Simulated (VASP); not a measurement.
Input of a VASP 6.6.1 run:

Contents of INCAR:

```
SYSTEM = SiGe5
ALGO     = Normal         ! electronic algorithm
EDIFF    = 1E-6           ! SCF threshold, eV
EDIFFG   = -0.01          ! ionic threshold
ENCUT    = 600            ! plane-wave cutoff, eV
GGA      = PE             ! functional
IBRION   = 2              ! ionic algorithm
ISIF     = 3              ! what is computed and relaxed
ISMEAR   = 0              ! smearing method
LASPH    = .True.         ! aspherical terms in the spheres
LCHARG   = .False.        ! write CHGCAR
LREAL    = .False.        ! projectors in reciprocal space
LWAVE    = .False.        ! write WAVECAR
NELM     = 60             ! most SCF steps
NSW      = 100            ! ionic steps
PREC     = Accurate       ! precision mode
SIGMA    = 0.1            ! smearing width, eV
```

The input KPOINTS:

```
k-points
0
Gamma
  12 12 4
  0 0 0
```

POSCAR

```
SiGe5
1.0
    3.0243016278      0.0000000000      0.0000000000
   -1.5121508139      2.6191220384      0.0000000000
    0.0000000000      0.0000000000     14.2205656036
Si Ge
1 5
Direct
    0.0000000000      0.0000000000      0.0000000000
    0.6666666667      0.3333333333      0.8449614022
    0.0000000000      0.0000000000      0.6718636313
    0.6666666667      0.3333333333      0.5000000000
    0.0000000000      0.0000000000      0.3281363687
    0.6666666667      0.3333333333      0.1550385978
```

Potentials or basis: VASP PAW PBE potentials, release 64 (Si, Ge_d).

The run is started by

```bash
$ cat potpaw_PBE.64/Si/POTCAR potpaw_PBE.64/Ge_d/POTCAR > POTCAR
$ mpirun -np 1 vasp_std > vasp.out
```

(1) Estimate the relaxed cell.

(2) Estimate the space group after relaxing (to 0.1 Å).

(3) Predict the relaxed volume.

(4) Predict the band gap on the k mesh.

Answers

(1) a = 2.998 Å, b = 2.998 Å, c = 14.374 Å, α = 90.00°, β = 90.00°, γ = 120.00°.

(2) P-6m2 (No. 187).

(3) 18.65 Å³/atom.

(4) zero (bands 37 and 38 overlap by 8.77 eV).
